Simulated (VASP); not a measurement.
# WS2 in VASP: single point with PBE+D3(BJ)

Aim: the single point of WS2 with PBE+D3(BJ).

All numbers are computed with VASP 6.6.1; they aren't measurements. Logs are shortened: lines on timing, memory, paths and dates and some standing lists are left out, and cuts for length are marked.

**1. The cell of the first run**

The cell holds a slab with vacuum, 6 atoms: a = 3.160 Å, b = 3.160 Å, c = 23.804 Å, α = 90.00°, β = 90.00°, γ = 120.00°.

**2. Single point, PBE+D3(BJ)**

File INCAR:

```
SYSTEM = WS2
PREC = Accurate
ENCUT = 520
EDIFF = 1E-6
ISMEAR = 0
SIGMA = 0.05
LREAL = .False.
LASPH = .True.
NELM = 80
ALGO = Normal
ISIF = 2
LWAVE = .False.
LCHARG = .False.
LDIPOL = .True.
IDIPOL = 3
DIPOL = 0.5 0.5 0.390
GGA = PE
IVDW = 12
NBANDS = 35
```

File KPOINTS:

```
regular mesh
0
Gamma
  9 9 1
  0 0 0
```

File POSCAR:

```
WS2
1.0
    3.1595456682      0.0000000000      0.0000000000
   -1.5797728341      2.7362468131      0.0000000000
    0.0000000000      0.0000000000     23.8042574330
S W
4 2
Direct
    0.3333333333      0.6666666667      0.1890418137
    0.3333333333      0.6666666667      0.3214605092
    0.5000000000      1.3333333333      0.4575706151
    0.5000000000      1.3333333333      0.5899893106
    0.6666666667      0.3333333333      0.2552511584
    0.8333333333      1.0000000000      0.5237799598
```

Potentials or basis: VASP PAW PBE potentials, release 64 (S, W_sv).

Started as:

```
$ cat potpaw_PBE.64/S/POTCAR potpaw_PBE.64/W_sv/POTCAR > POTCAR
$ mpirun -np 1 vasp_std > vasp.out
```

OUTCAR:

```text
SYSTEM = WS2
   PREC = Accurate
   ENCUT = 520
   EDIFF = 1E-6
   ISMEAR = 0
   LREAL = .False.
   LASPH = .True.
   NELM = 80
   ISIF = 2
   GGA = PE
   IVDW = 12
 IVDW          = 12

 ion  position               nearest neighbor table
   1  0.333  0.667  0.189-   5 2.41   5 2.41   5 2.41
   2  0.333  0.667  0.321-   5 2.41   5 2.41   5 2.41
   3  0.500  0.333  0.458-   6 2.41   6 2.41   6 2.41
   4  0.500  0.333  0.590-   6 2.41   6 2.41   6 2.41
   5  0.667  0.333  0.255-   1 2.41   1 2.41   1 2.41   2 2.41   2 2.41   2 2.41
   6  0.833  0.000  0.524-   3 2.41   3 2.41   3 2.41   4 2.41   4 2.41   4 2.41

  LATTYP: Found a hexagonal cell.
 ALAT       =     3.1595456682
 C/A-ratio  =     7.5340760770

  Lattice vectors:

 A1 = (   3.1595456682,   0.0000000000,   0.0000000000)
 A2 = (  -1.5797728341,   2.7362468131,   0.0000000000)
 A3 = (   0.0000000000,   0.0000000000,  23.8042574330)

Analysis of symmetry for initial positions (statically):
=====================================================================
 Subroutine PRICEL returns:
 Original cell was already a primitive cell.

 Routine SETGRP: Setting up the symmetry group for a
 hexagonal supercell.

 Subroutine GETGRP returns: Found  1 space group operations
 (whereof  1 operations were pure point group operations)
 out of a pool of 24 trial point group operations.

The static configuration has the point symmetry C_1 .

Analysis of symmetry for dynamics (positions and initial velocities):
=====================================================================
 Subroutine PRICEL returns:
 Original cell was already a primitive cell.

 Routine SETGRP: Setting up the symmetry group for a
 hexagonal supercell.

 Subroutine GETGRP returns: Found  1 space group operations
 (whereof  1 operations were pure point group operations)
 out of a pool of 24 trial point group operations.

The dynamic configuration has the point symmetry C_1 .

 Subroutine INISYM returns: Found  1 space group operations
 (whereof  1 operations are pure point group operations),
 and found     1 'primitive' translations

----------------------------------------------------------------------------------------

                                     Primitive cell

  volume of cell :     205.7949

  direct lattice vectors                    reciprocal lattice vectors
     3.159545668  0.000000000  0.000000000     0.316501201  0.182732054  0.000000000
    -1.579772834  2.736246813  0.000000000     0.000000000  0.365464108  0.000000000
     0.000000000  0.000000000 23.804257433     0.000000000  0.000000000  0.042009292

  length of vectors
     3.159545668  3.159545668 23.804257433     0.365464108  0.365464108  0.042009292

  position of ions in fractional coordinates (direct lattice)
     0.333333333  0.666666667  0.189041814
     0.333333333  0.666666667  0.321460509
     0.500000000  0.333333333  0.457570615
     0.500000000  0.333333333  0.589989311
     0.666666667  0.333333333  0.255251158
     0.833333333  0.000000000  0.523779960

  ion indices of the primitive-cell ions
   primitive index   ion index
                 1           1
                 2           2
                 3           3
                 4           4
                 5           5
                 6           6

----------------------------------------------------------------------------------------

 KPOINTS: regular mesh

Automatic generation of k-mesh.
 Grid dimensions read from file:
 generate k-points for:    9    9    1

 Generating k-lattice:

  Cartesian coordinates                     Fractional coordinates (reciprocal lattice)
     0.035166800  0.020303562  0.000000000     0.111111111 -0.000000000  0.000000000
     0.000000000  0.040607123  0.000000000     0.000000000  0.111111111  0.000000000
     0.000000000  0.000000000  0.042009292     0.000000000  0.000000000  1.000000000

  Length of vectors
     0.040607123  0.040607123  0.042009292

  Shift w.r.t. Gamma in fractional coordinates (k-lattice)
     0.000000000  0.000000000  0.000000000

 Subroutine IBZKPT returns following result:
 ===========================================

 Found     41 irreducible k-points:

 Following reciprocal coordinates:
            Coordinates               Weight
  0.000000  0.000000  0.000000      1.000000
  0.111111  0.000000  0.000000      2.000000
  0.000000  0.111111  0.000000      2.000000
 -0.111111  0.111111  0.000000      2.000000
  0.222222 -0.000000  0.000000      2.000000
  0.000000  0.222222  0.000000      2.000000
[... 16 lines left out ...]
  0.333333  0.111111  0.000000      2.000000
 -0.111111  0.444444  0.000000      2.000000
 [... further k-points ...]
   k-points           NKPTS =     41   k-points in BZ     NKDIM =     41   number of bands    NBANDS=     35
   number of dos      NEDOS =    301   number of ions     NIONS =      6
   total plane-waves  NPLWV = 103680
   dimension x,y,z NGX =    24 NGY =   24 NGZ =  180
   dimension x,y,z NGXF=    48 NGYF=   48 NGZF=  360
   ions per type =               4   2
   NGX,Y,Z   is equivalent  to a cutoff of  12.63, 12.63, 12.57 a.u.
   NGXF,Y,Z  is equivalent  to a cutoff of  25.26, 25.26, 25.14 a.u.
 SYSTEM =  WS2
   PREC   = accura    normal or accurate (medium, high low for compatibility)
   ISTART =      0    job   : 0-new  1-cont  2-samecut
   ICHARG =      2    charge: 1-file 2-atom 10-const
   ISPIN  =      1    spin polarized calculation?
   LNONCOLLINEAR =      F non collinear calculations
   LSORBIT =      F    spin-orbit coupling
   LASPH  =      T    aspherical Exc in radial PAW
   ENCUT  =  520.0 eV  38.22 Ry    6.18 a.u.   5.87  5.87 44.26*2*pi/ulx,y,z
   NELM   =     80;   NELMIN=  2; NELMDL= -5     # of ELM steps
   EDIFF  = 0.1E-05   stopping-criterion for ELM
   LREAL  =      F    real-space projection
   EDIFFG = 0.1E-04   stopping-criterion for IOM
   NSW    =      0    number of steps for IOM
   IBRION =     -1    ionic relax: 0-MD 1-quasi-New 2-CG
   NFREE  =      0    steps in history (QN), initial steepest desc. (CG)
   ISIF   =      2    stress and relaxation
   ISYM   =      2    0-nonsym 1-usesym 2-fastsym
   POTIM  = 0.5000    time-step for ionic-motion
   TEBEG  =    0.0;   TEEND  =   0.0 temperature during run
   PSTRESS=    0.0 pullay stress
   NELECT =      52.0000    total number of electrons
   NUPDOWN=      -1.0000    fix difference up-down
   EMIN   =  10.00;   EMAX   =-10.00  energy-range for DOS
   EFERMI =   0.00;   METHOD = LEGACY
   ISMEAR =     0;   SIGMA  =   0.05  broadening in eV -4-tet -1-fermi 0-gaus
   EFERMI_NEDOS =   21; number of points for ismear=-14 and -15
   IALGO  =     38    algorithm
   IMIX   =      4    mixing-type and parameters
     AMIX     =   0.40;   BMIX     =  1.00
     AMIX_MAG =   1.60;   BMIX_MAG =  1.00
  volume/ion in A,a.u.               =      34.30       231.46
  Fermi-wavevector in a.u.,A,eV,Ry     =   1.034978  1.955825 14.574280  1.071179
  Thomas-Fermi vector in A             =   2.169299
   LORBIT       =      0    0 simple, 1 ext, 2 COOP (PROOUT), +10 PAW based schemes
   GGA     = PE    functional components
   LHFCALC =     F    Hartree Fock is set to
   AEXX    =    0.0000 exact exchange contribution
   IVDW    =    12    specifies the selected vdW correction
   LEPSILON=     F    determine dielectric tensor
   LRPA    =     F    only Hartree local field effects (RPA)
 non-spin polarized calculation
 Gauss-broadening in eV      SIGMA  =   0.05
  energy-cutoff  :      520.00
  volume of cell :      205.79
 maximum number of plane-waves:      5566
   NGX = 11   NGY = 11   NGZ = 89

 dipolmoment           0.000000      0.000000     -0.000001 electrons x Angstroem

 number of electron      51.9999994 magnetization

 dipolmoment           0.000000      0.000000      0.001237 electrons x Angstroem

 Free energy of the ion-electron system (eV)
  ---------------------------------------------------
  ext. energy  EPLUGINS =         0.00000000
  ---------------------------------------------------
  free energy    TOTEN  =       -47.30014590 eV

  energy without entropy =      -47.30014590  energy(sigma->0) =      -47.30014590

 E-fermi :   1.4409     XC(G=0):  -6.1368

 val. band max:        1.0677242165   @ k =   0.0000   0.0000   0.0000
 cond. band min:       2.7229951060   @ k =   0.3333   0.3333   0.0000
 fundamental gap:      1.6552708895
 Fermi energy:         1.4409265247

 k-point     1 :       0.0000    0.0000    0.0000
  band No.  band energies     occupation
      1     -73.2061      2.00000
      2     -73.1810      2.00000
      3     -37.4586      2.00000
      4     -37.4334      2.00000
      5     -37.2836      2.00000
      6     -37.2832      2.00000
[... 27 lines left out ...]
     34       3.9147      0.00000
     35       5.8679      0.00000

 k-point     2 :       0.1111    0.0000    0.0000
  band No.  band energies     occupation
      1     -73.2039      2.00000
      2     -73.1788      2.00000
      3     -37.4509      2.00000
      4     -37.4257      2.00000
      5     -37.3260      2.00000
      6     -37.3012      2.00000
[... 27 lines left out ...]
     34       4.1386      0.00000
     35       6.2266      0.00000

 k-point     3 :       0.0000    0.1111    0.0000
  band No.  band energies     occupation
      1     -73.2039      2.00000
      2     -73.1788      2.00000
      3     -37.4509      2.00000
      4     -37.4257      2.00000
      5     -37.3261      2.00000
      6     -37.3013      2.00000
[... 27 lines left out ...]
     34       4.1241      0.00000
     35       6.2270      0.00000
[... 723 lines left out ...]
 k-point    23 :       0.3333    0.1111    0.0000
  band No.  band energies     occupation
      1     -73.1890      2.00000
      2     -73.1640      2.00000
      3     -37.5909      2.00000
      4     -37.5662      2.00000
      5     -37.3979      2.00000
      6     -37.3817      2.00000
[... 27 lines left out ...]
     34       5.5847      0.00000
     35       7.0136      0.00000

 k-point    24 :      -0.1111    0.4444    0.0000
  band No.  band energies     occupation
      1     -73.1890      2.00000
      2     -73.1640      2.00000
      3     -37.5911      2.00000
      4     -37.5662      2.00000
      5     -37.3979      2.00000
      6     -37.3816      2.00000
[... 27 lines left out ...]
     34       5.5760      0.00000
     35       7.0599      0.00000

 [... further k-points ...]

------------------------ aborting loop because EDIFF is reached ----------------------------------------

 vacuum level on the upper side and lower side of the slab       (xc-potential included)        -0.168        -0.194

 Edisp (eV)   -2.15200

 E8    (eV) :    -0.9343

  FORCE on cell =-STRESS in cart. coord.  units (eV):
  Direction    XX          YY          ZZ          XY          YZ          ZX
  --------------------------------------------------------------------------------------
  -------------------------------------------------------------------------------------
  Total      -0.22309    -0.20653    -0.50673    -0.05168    -0.07388     0.12475
  in kB      -1.73681    -1.60787    -3.94502    -0.40237    -0.57521     0.97124
  external pressure =       -2.43 kB  Pullay stress =        0.00 kB

 VOLUME and BASIS-vectors are now :
 -----------------------------------------------------------------------------
  energy-cutoff  :      520.00
  volume of cell :      205.79
      direct lattice vectors                 reciprocal lattice vectors
     3.159545668  0.000000000  0.000000000     0.316501201  0.182732054  0.000000000
    -1.579772834  2.736246813  0.000000000     0.000000000  0.365464108  0.000000000
     0.000000000  0.000000000 23.804257433     0.000000000  0.000000000  0.042009292

 POSITION                                       TOTAL-FORCE (eV/Angst)
 -----------------------------------------------------------------------------------
     -0.00000      1.82416      4.50000         0.001900      0.000159      0.006734
     -0.00000      1.82416      7.65213        -0.028876      0.016370      0.019763
      1.05318      0.91208     10.89213         0.026441     -0.017079     -0.015592
      1.05318      0.91208     14.04426         0.001377      0.000418     -0.004852
      1.57977      0.91208      6.07606        -0.006222      0.003304      0.046442
      2.63295      0.00000     12.46819         0.005380     -0.003172     -0.052496
 -----------------------------------------------------------------------------------
    total drift:                               -0.000072     -0.000020      0.000085

  FREE ENERGIE OF THE ION-ELECTRON SYSTEM (eV)
  ---------------------------------------------------
  free  energy   TOTEN  =       -49.4521449808 eV

  energy  without entropy=      -49.4521449808  energy(sigma->0) =      -49.45214498

 vacuum level on the upper side and lower side of the slab         6.327         6.300
```

It took 6.2 min on 1 thread of Intel Xeon Platinum 8259CL at 2.50GHz (Skylake/Cascade Lake), shared host; peak memory 0.45 GiB.

Results:

```
Free energy                : -49.4521 eV
Largest force              : 0.053 eV/Å
Band gap on the k mesh     : 1.66 eV, indirect (least direct gap 1.89 eV)
Dispersion energy per atom : -0.359 eV
```

Forces on the atoms (eV/Å):
```
S    0.002  0.000  0.007
S   -0.029  0.016  0.020
S    0.026 -0.017 -0.016
S    0.001  0.000 -0.005
W   -0.006  0.003  0.046
W    0.005 -0.003 -0.052
```

Levels at points of the mesh, in eV from the valence-band top:
| k point | band 23 | band 24 | band 25 | band 26 | band 27 | band 28 | band 29 | band 30 |
| --- | --- | --- | --- | --- | --- | --- | --- | --- |
| (0.00, 0.00, 0.00) | -1.81 | -1.81 | -0.58 | 0.00 | 2.64 | 2.66 | 2.69 | 2.70 |

Caveat: spin-orbit coupling is left out, which moves the levels of the heavy elements.
